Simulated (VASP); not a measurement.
Crystal: Si.

```
Si
1.0
    -1.55415    1.55415    1.55415
     1.55415   -1.55415    1.55415
     1.55415    1.55415   -1.55415
Si
1
Direct
  0.00000 0.00000 0.00000
```

| Item | Value |
| --- | --- |
| Program | VASP 6.6.1 |
| Task | relaxation of cell and atoms |
| Functional | PBE |
| Potentials or basis | VASP PAW PBE potentials, release 64 (Si) |
| Cutoff | 600 eV |
| k mesh | 14 × 14 × 14 |
| Occupations | fermi-dirac, width 0.1 eV |
| Spin | no spin polarisation |

At the start: pressure -2.4 GPa; volume 15.02 Å³/atom.

Problem. Where does the relaxation end?

Solution. Over 3 steps the energy falls by 3.1 meV/atom and the volume is 14.61 Å³/atom (-2.7 %); space group Im-3m (No. 229, to 0.05 Å).

Step by step:
| step | energy change (eV) | largest force (eV/Å) | pressure (GPa) | volume (Å³) |
| --- | --- | --- | --- | --- |
| 1 | 0.0000 | 0.0000 | -2.41 | 15.02 |
| 2 | -0.0030 | 0.0000 | 0.53 | 14.53 |
| 3 | -0.0031 | 0.0000 | 0.01 | 14.61 |

Final structure:
```yaml
crystal:
  lattice:
    - [-1.54008, 1.54008, 1.54008]
    - [1.54008, -1.54008, 1.54008]
    - [1.54008, 1.54008, -1.54008]
  atoms:
    - { symbol: Si, position: [0.00000, 0.00000, 0.00000] }
```
